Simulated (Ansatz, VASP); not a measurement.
## One calculation of Tl12H, two programs

```
Tl H
1.0
     6.92000    0.00000    0.00000
    -5.19000    8.98934    0.00000
     0.00000    0.00000    5.53254
Tl H
12 1
Direct
  0.98598 0.99043 0.98572
  0.17642 0.23173 0.49757
  0.99115 0.32935 0.99097
  0.18021 0.55819 0.49186
  0.99625 0.66690 0.01062
  0.18252 0.90623 0.50783
  0.48572 0.99756 0.00810
  0.67610 0.22674 0.50886
  0.49072 0.32401 0.00366
  0.67975 0.56441 0.51571
  0.48372 0.64854 0.99153
  0.67068 0.88850 0.48922
  0.33251 0.77493 0.75945
```

Alike in both runs: functional PBE; k mesh 2 × 1 × 2; occupations fermi-dirac, width 0.05 eV; no spin polarisation.

Ansatz relaxed the structure, and its values are those at the end. VASP's run is a single point on that final structure, the one shown.

|  | VASP | Ansatz |
| --- | --- | --- |
| version | VASP 6.6.1 | Ansatz 0.2.0 |
| potentials or method | VASP PAW PBE potentials, release 64 (Tl_d, H), cutoff 520 eV | scalar-relativistic, plane waves, PAW |
| valence electrons in the cell | 157 | 157 |

```tsv
	VASP	Ansatz	Ansatz less VASP
rms of the force components (eV/Å)	0.028	0.028	0.0000
```

With one functional, cell and mesh, what is left measures potentials, basis and numerics.

The k mesh is coarse, so the values compare programs but aren't converged. Neither program's run includes spin-orbit coupling.
